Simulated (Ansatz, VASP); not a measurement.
**One calculation of MgO, two programs**

```
Mg O
1.0
     0.00000    2.10150    2.10150
     2.10150    0.00000    2.10150
     2.10150    2.10150    0.00000
Mg O
1 1
Direct
  0.00000 0.00000 0.00000
  0.50000 0.50000 0.50000
```

Alike in both runs: task single point; functional PBE; k mesh 8 × 8 × 8; occupations fermi-dirac, width 0.05 eV; no spin polarisation.

```csv
,VASP,Ansatz
version,VASP 6.6.1,Ansatz 0.2.0
potentials or method,"VASP PAW PBE potentials, release 64 (Mg_sv, O), cutoff 840 eV","PAW, plane waves, scalar-relativistic"
valence electrons in the cell,16,16
```

VASP gave:

```
gap on the k mesh at the Fermi level (eV) : 4.80
pressure (GPa)                            : 5.9
```

What did Ansatz give for the same quantities?

gap on the k mesh at the Fermi level (eV): 4.81; pressure (GPa): 5.8.
